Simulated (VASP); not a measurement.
Wanted: the native input for a VASP 6.6.1 run.

```yaml
Task: relaxation of cell and atoms
Functional: PBE-based screened hybrid with 25 % exact exchange
Potentials_or_basis: VASP PAW PBE potentials, release 64 (As, B)
Cutoff: 600 eV
k_mesh: 5 × 5 × 5
Occupations: fermi-dirac, width 0.05 eV
Spin: no spin polarisation
Dipole_correction: no
Grid_for_exact_exchange_PRECFOCK: Normal
Share_of_exact_exchange: 0.25
Further_INCAR_settings: ALGO = Normal; EDIFF = 1e-06; IBRION = 2; EDIFFG = -0.01; NSW = 60; ISIF = 3
Screening_parameter: 0.3 1/Å
```

BAs:

```
CELL_PARAMETERS angstrom
0.00000 2.38850 2.38850
2.38850 0.00000 2.38850
2.38850 2.38850 0.00000
ATOMIC_POSITIONS crystal
As 0.75000 0.75000 0.75000
B 0.00000 0.00000 0.00000
```

These files were run (other wordings do the same):

POSCAR

```
BAs
1.0
    0.0000000000      2.3885000000      2.3885000000
    2.3885000000      0.0000000000      2.3885000000
    2.3885000000      2.3885000000      0.0000000000
As B
1 1
Direct
    0.7500000000      0.7500000000      0.7500000000
    0.0000000000      0.0000000000      0.0000000000
```

INCAR.step1

```
ALGO = Normal
EDIFF = 1E-5
ENCUT = 600
GGA = PE
ISMEAR = -1
LASPH = T
LCHARG = F
LREAL = F
LWAVE = T
NBANDS = 11
NELM = 80
PREC = Accurate
SIGMA = 0.05
```

INCAR.step2

```
AEXX = 0.25
ALGO = Normal
EDIFF = 1E-6
EDIFFG = -0.01
ENCUT = 600
GGA = PE
HFSCREEN = 0.3
IBRION = 2
ISIF = 3
ISMEAR = -1
ISTART = 1
LASPH = T
LCHARG = F
LHFCALC = T
LREAL = F
LWAVE = F
NELM = 80
NSW = 60
PREC = Accurate
PRECFOCK = Normal
SIGMA = 0.05
```

KPOINTS

```
k-points
0
Gamma
  5 5 5
```

Potentials or basis: VASP PAW PBE potentials, release 64 (As, B).

The run is started by

```bash
$ cat potpaw_PBE.64/As/POTCAR potpaw_PBE.64/B/POTCAR > POTCAR
$ cp INCAR.step1 INCAR
$ mpirun -np 1 vasp_std > vasp.out
$ cp INCAR.step2 INCAR
$ mpirun -np 1 vasp_std > vasp.out
```

It gave:

The pressure after relaxing is -0.1 GPa and the band gap on the k mesh is 1.67 eV (least direct gap 3.94 eV).

Caveat: the k points lie up to 0.46 Å⁻¹ apart in the final cell; the relaxation stopped at its first step, so nothing moved; the PAW data sets were made with another functional, which shifts forces and pressure a little; an odd mesh through Γ misses points on the zone boundary, where band edges can lie.

It took 4.3 min on 1 thread of Intel(R) Xeon(R) Platinum 8259CL CPU @ 2.50GHz (Skylake/Cascade Lake), with other jobs on the host, peak memory 0.27 GiB.
